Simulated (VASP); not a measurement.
Runs of VASP 6.6.1 on B5W. The structure is that of space group P4/mmm (No. 123), or close to it. The cells are those of the table. 

```tsv
task	cell	k mesh	cutoff (eV)	gap on the mesh (eV)	pressure (GPa)	relaxed volume (Å³/atom)	largest force (eV/Å)
relaxation of cell and atoms	relaxed from a = 2.951, b = 2.951, c = 6.008 Å, 6 atoms	12 × 12 × 6	600	-	0.0	8.71	-
relaxation of cell and atoms	relaxed from a = 4.012, b = 4.012, c = 4.200 Å, 6 atoms	4 × 4 × 4	600	-	0.1	(b)	0.03
single point	a = 4.012, b = 4.012, c = 4.200 Å, 6 atoms	4 × 4 × 4	520	none	-4.0	-	1.22
single point	a = 2.951, b = 2.951, c = 6.008 Å, 6 atoms	6 × 6 × 4	520	none	0.1	-	(a)
relaxation of cell and atoms	relaxed from a = 2.957, b = 2.957, c = 6.021 Å, 6 atoms	6 × 6 × 4	600	-	-0.4	8.74	0.03
```

Alike in all rows: level PBE; potentials or basis VASP PAW PBE potentials, release 64 (B, W_sv); no spin polarisation; smearing gaussian 0.1 eV.

Question: Fill in the values left out.

Answer: (a) 0.02; (b) 8.77.

Caveats: some runs use coarse meshes; spin-orbit coupling is left out, which moves the levels of the heavy elements; the bands computed are all filled at some k points, so no gap is given (some runs); the volume moved by over 15 % at a fixed basis, so the end points are rough (some runs); forces of over 1 eV/Å act on the atoms, so gaps and moduli don't describe the material at rest (some runs).

A k mesh can miss the band edges, and the runs leave out spin-orbit coupling on W.

A gap of «none» marks levels without a gap at the run's occupations.
